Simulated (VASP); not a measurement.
Write the native input for VASP 6.6.1 that does the following.

- Task: single point
- Functional: r2SCAN
- Potentials or basis: VASP PAW PBE potentials, release 64 (Hg)
- Cutoff: 520 eV
- k mesh: 14 × 14 × 14
- Occupations: gaussian, width 0.05 eV
- Spin: no spin polarisation
- Dipole correction: no
- Further INCAR settings: ALGO = Normal; EDIFF = 1e-06; NBANDS = 12

Crystal: Hg.

```xyz
1
Lattice="0.0000 2.3762 2.3762 2.3762 0.0000 2.3762 2.3762 2.3762 0.0000" Properties=species:S:1:pos:R:3 pbc="T T T"
Hg    0.0000    0.0000    0.0000
```

One way to write it, as run:

POSCAR

```
Hg
1.0
    0.0000000000      2.3762152323      2.3762152323
    2.3762152323      0.0000000000      2.3762152323
    2.3762152323      2.3762152323      0.0000000000
Hg
1
Direct
    0.0000000000      0.0000000000      0.0000000000
```

INCAR.step1

```
SYSTEM = Hg
PREC     = Accurate       ! precision mode
ENCUT    = 520            ! plane-wave cutoff, eV
ISMEAR   = 0              ! smearing method
SIGMA    = 0.05           ! smearing width, eV
LREAL    = .False.        ! projectors in reciprocal space
LASPH    = .True.         ! aspherical terms in the spheres
NELM     = 80             ! most SCF steps
NBANDS   = 12             ! bands
GGA      = PE             ! functional
ALGO     = Normal         ! electronic algorithm
EDIFF    = 1E-4           ! SCF threshold, eV
LWAVE    = .True.         ! write WAVECAR
LCHARG   = .False.        ! write CHGCAR
```

INCAR.step2

```
SYSTEM = Hg
PREC     = Accurate       ! precision mode
ENCUT    = 520            ! plane-wave cutoff, eV
EDIFF    = 1E-6           ! SCF threshold, eV
ISMEAR   = 0              ! smearing method
SIGMA    = 0.05           ! smearing width, eV
LREAL    = .False.        ! projectors in reciprocal space
LASPH    = .True.         ! aspherical terms in the spheres
NELM     = 80             ! most SCF steps
ALGO     = Normal         ! electronic algorithm
ISIF     = 2              ! what is computed and relaxed
LWAVE    = .False.        ! write WAVECAR
LCHARG   = .False.        ! write CHGCAR
METAGGA  = R2SCAN         ! meta-GGA
LMIXTAU  = .True.       
NBANDS   = 12             ! bands
ISTART   = 1
```

KPOINTS

```
Automatic mesh
0
Gamma
  14 14 14
  0 0 0
```

Potentials or basis: VASP PAW PBE potentials, release 64 (Hg).

Launch:

```sh
$ cat potpaw_PBE.64/Hg/POTCAR > POTCAR
$ cp INCAR.step1 INCAR
$ mpirun -np 1 vasp_std > vasp.out
$ cp INCAR.step2 INCAR
$ mpirun -np 1 vasp_std > vasp.out
```

Results of the run:

| Quantity | Value |
| --- | --- |
| Pressure | 0.2 GPa |
| Band gap on the k mesh | zero (bands 6 and 7 overlap by 0.84 eV) |

Caveat: the PAW data sets were made with another functional, which shifts forces and pressure a little; spin-orbit coupling is left out, which moves the levels of the heavy elements.

Run time: 97 s on 1 thread of Intel(R) Xeon(R) Platinum 8488C (Sapphire Rapids) (shared host), peak memory 0.18 GiB.
